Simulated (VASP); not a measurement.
EuS, 2 atoms in the cell. Symmetry: Fm-3m, No. 225, cubic system. Conventional cell: a = 5.986 Å, b = 5.986 Å, c = 5.986 Å, α = 90.00°, β = 90.00°, γ = 90.00°. Within 3.9 Å of Eu (site symmetry m-3m) lie 6 S at 2.99 Å. S (site symmetry m-3m) has 6 Eu at 2.99 Å within 3.9 Å. 

```yaml
Program: VASP 6.6.1
Task: single point
Functional: PBE
Potentials_or_basis: VASP PAW PBE potentials, release 64 (Eu, S)
Cutoff: 600 eV
k_mesh: 8 × 8 × 8
Occupations: gaussian, width 0.05 eV
Spin: collinear spin, ferrimagnetic start
Starting_moments: "[7.56, -0.07] μB"
Hubbard_terms: Eu f U = 6.0 eV
Dipole_correction: no
Further_INCAR_settings: ALGO = Normal; EDIFF = 1e-06; NBANDS = 22
```

Potentials or basis: VASP PAW PBE potentials, release 64 (Eu, S).

Command:

```bash
$ cat potpaw_PBE.64/Eu/POTCAR potpaw_PBE.64/S/POTCAR > POTCAR
$ mpirun -np 1 vasp_std > vasp.out
```

Hardware: 1 thread of Intel(R) Xeon(R) Platinum 8375C CPU @ 2.90GHz (Ice Lake), on a shared host.

Question: Estimate the wall time of this run.

Answer: Wall time 110 s on 1 thread of Intel(R) Xeon(R) Platinum 8375C CPU @ 2.90GHz (Ice Lake), with other jobs on the host, peak memory 0.29 GiB. Counts: scf iterations 17, k points 29.
